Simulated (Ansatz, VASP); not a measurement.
LiMgBN2 in VASP and in Ansatz

```
Li Mg B N
1.0
    -1.88510    1.88510    4.42852
     1.88510   -1.88510    4.42852
     1.88510    1.88510   -4.42852
Li Mg B N
1 1 1 2
Direct
  0.25000 0.75000 0.50000
  0.75000 0.25000 0.50000
  0.50000 0.50000 0.00000
  0.65089 0.65089 0.00000
  0.34911 0.34911 0.00000
```

Alike in both runs: task single point; functional HSE06; k mesh 4 × 4 × 4; occupations methfessel-paxton of order 1, width 0.001 eV; no spin polarisation.

|  | VASP | Ansatz |
| --- | --- | --- |
| version | VASP 6.6.1 | Ansatz 0.2.0 |
| potentials or method | VASP PAW PBE potentials, release 64 (Li_sv, Mg, B, N) | plane waves |
| plane-wave cutoff (eV) | 520 | 420 |
| valence electrons in the cell | 18 | 26 |

|  | VASP | Ansatz | Ansatz less VASP |
| --- | --- | --- | --- |
| gap on the k mesh at the Fermi level (eV) | 3.82 | 3.82 | +0.009 |
| rms of the force components (eV/Å) | 0.058 | 0.062 | +0.0036 |

Atom by atom the forces differ by 0.004 eV/Å (rms over components). VASP's potentials hold 18 valence electrons a cell and Ansatz's 26, so a difference there can come from the potentials and not from the codes. Ansatz's warnings: stress exchange threshold loose, stress scf threshold loose.

The k mesh is coarse, so the values compare programs but aren't converged. Noted on VASP's run: the cutoff is under 1.25 times that of the potentials, so the pressure is a little rough.
